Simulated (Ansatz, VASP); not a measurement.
**One calculation of ScPt3S, two programs**

```xyz
5
Lattice="4.5041 0.0000 0.0000 -2.2521 3.9007 0.0000 0.0000 0.0000 5.3054" Properties=species:S:1:pos:R:3 pbc="T T T"
Sc    0.0000    2.6005    2.6527
Pt    0.0000    0.0000    3.9822
Pt    0.0000    0.0000    1.3232
Pt    2.2521    1.3002    2.6527
S     2.2521    1.3002    0.0000
```

Change from the starting cell: species swapped into the GaNi3As type (P-6m2, No. 187).

Alike in both runs: functional PBE; k mesh 12 × 12 × 8; occupations gaussian, width 0.1 eV; no spin polarisation.

Ansatz relaxed the structure, and its values are those at the end. VASP's run is a single point on that final structure, the one shown.

|  | VASP | Ansatz |
| --- | --- | --- |
| version | VASP 6.6.1 | Ansatz 0.2.0 |
| potentials or method | VASP PAW PBE potentials, release 64 (Sc_sv, Pt, S), cutoff 520 eV | scalar-relativistic, plane waves, PAW |
| valence electrons in the cell | 47 | 71 |

|  | VASP | Ansatz | Ansatz less VASP |
| --- | --- | --- | --- |
| gap on the k mesh at the Fermi level (eV) | none | none | - |
| pressure (GPa) | 0.0 | 0.0 | 0.00 |

A gap of «none» marks a metal or a gap that the smearing closes. VASP's potentials hold 47 valence electrons a cell and Ansatz's 71, so a difference there can come from the potentials and not from the codes.

Neither program's run includes spin-orbit coupling.
